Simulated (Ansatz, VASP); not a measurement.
**Two plane-wave programs on GaSb3**

```
Ga Sb
1.0
     0.00000    3.71774    3.71774
     3.71774    0.00000    3.71774
     3.71774    3.71774    0.00000
Ga Sb
1 3
Direct
  0.00000 0.00000 0.00000
  0.25000 0.25000 0.25000
  0.75000 0.75000 0.75000
  0.50000 0.50000 0.50000
```

Alike in both runs: functional PBE; k mesh 12 × 12 × 12; occupations gaussian, width 0.1 eV; no spin polarisation.

Ansatz relaxed the structure, and its values are those at the end. VASP's run is a single point on that final structure, the one shown.

|  | VASP | Ansatz |
| --- | --- | --- |
| version | VASP 6.6.1 | Ansatz 0.2.0 |
| potentials or method | VASP PAW PBE potentials, release 64 (Ga_d, Sb), cutoff 500 eV | scalar-relativistic, plane waves, PAW |
| valence electrons in the cell | 28 | 58 |

VASP gave:

- gap on the k mesh at the Fermi level (eV): none
- pressure (GPa): -0.1

Task: Estimate Ansatz's values.

Result: gap on the k mesh at the Fermi level (eV): none; pressure (GPa): 0.0.

A gap of «none» marks a metal or a gap that the smearing closes. With one functional, cell and mesh, what is left measures potentials, basis and numerics. VASP's potentials hold 28 valence electrons a cell and Ansatz's 58, so a difference there can come from the potentials and not from the codes.

Neither program's run includes spin-orbit coupling.
